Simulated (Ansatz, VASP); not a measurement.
**Two plane-wave programs on N**

```
N
1.0
    15.00000    0.00000    0.00000
     0.00000   15.50000    0.00000
     0.00000    0.00000   16.00000
N
2
Direct
  0.50180 0.49905 0.46673
  0.49820 0.50095 0.53327
```

Alike in both runs: task relaxation of the atoms; functional RPBE; k mesh 1 × 1 × 1; occupations gaussian, width 0.005 eV; no spin polarisation.

|  | VASP | Ansatz |
| --- | --- | --- |
| version | VASP 6.6.1 | Ansatz 0.2.0 |
| potentials or method | VASP PAW PBE potentials, release 64 (N), cutoff 520 eV | scalar-relativistic, plane waves, PAW |
| valence electrons in the cell | 10 | 10 |

```csv
,VASP,Ansatz,Ansatz less VASP
"gap on the k mesh at the Fermi level, each at its own relaxed structure (eV)",8.05,8.22,+0.173
```

VASP's potentials were made for PBE, not for RPBE.

Noted on VASP's run: the standard files for N, O and F lose accuracy on very short bonds.
